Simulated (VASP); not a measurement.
A run of VASP 6.6.1 is set up as follows.

File POSCAR:

```
PtS2
1.0
    3.5432000000      0.0000000000      0.0000000000
   -1.7716000000      3.0685010000      0.0000000000
    0.0000000000      0.0000000000      5.0388000000
Pt S
1 2
Direct
   -0.0024655119     -0.0213036088     -0.0104386762
    0.3306894217      0.6452012969      0.2325896356
    0.6640839301      0.3120013274      0.7464440641
```

File INCAR.step1:

```
SYSTEM = PtS2
  PREC = Accurate
  ENCUT = 520
  ISMEAR = -1
  SIGMA = 0.1
  LREAL = .False.
  LASPH = .True.
  NELM = 100
  NBANDS = 18
  GGA = PE
  ALGO = Normal
  EDIFF = 1E-4
  LWAVE = .True.
  LCHARG = .False.
```

The input INCAR.step2:

```
SYSTEM = PtS2
  PREC = Accurate
  ENCUT = 520
  EDIFF = 1E-7
  ISMEAR = -1
  SIGMA = 0.1
  LREAL = .False.
  LASPH = .True.
  NELM = 100
  ALGO = Normal
  ISIF = 2
  LWAVE = .False.
  LCHARG = .True.
  METAGGA = R2SCAN
  LMIXTAU = .True.
  LELF = .True.
  LVHAR = .True.
  NBANDS = 18
  ISTART = 1
```

KPOINTS

```
Automatic mesh
0
Gamma
  6 6 4
  0 0 0
```

Potentials or basis: VASP PAW PBE potentials, release 64 (Pt, S).

Launch:

```bash
$ cat potpaw_PBE.64/Pt/POTCAR potpaw_PBE.64/S/POTCAR > POTCAR
$ cp INCAR.step1 INCAR
$ mpirun -np 1 vasp_std > vasp.out
$ cp INCAR.step2 INCAR
$ mpirun -np 1 vasp_std > vasp.out
```

Question: Predict the band gap on the k mesh.

Answer: 0.86 eV, indirect (least direct gap 1.56 eV).

Question: What does it give for the largest force?

Answer: 0.009 eV/Å.

Question: What does it give for the pressure?

Answer: 2.5 GPa.

Stress tensor (GPa, compression positive):
```
2.71 0.00 0.00
0.00 2.73 0.01
0.00 0.01 2.21
```

Caveat: the PAW data sets were made with another functional, which shifts forces and pressure a little; spin-orbit coupling is left out, which moves the levels of the heavy elements. r2SCAN opens gaps a little over a GGA but as a rule still falls short of measured ones.
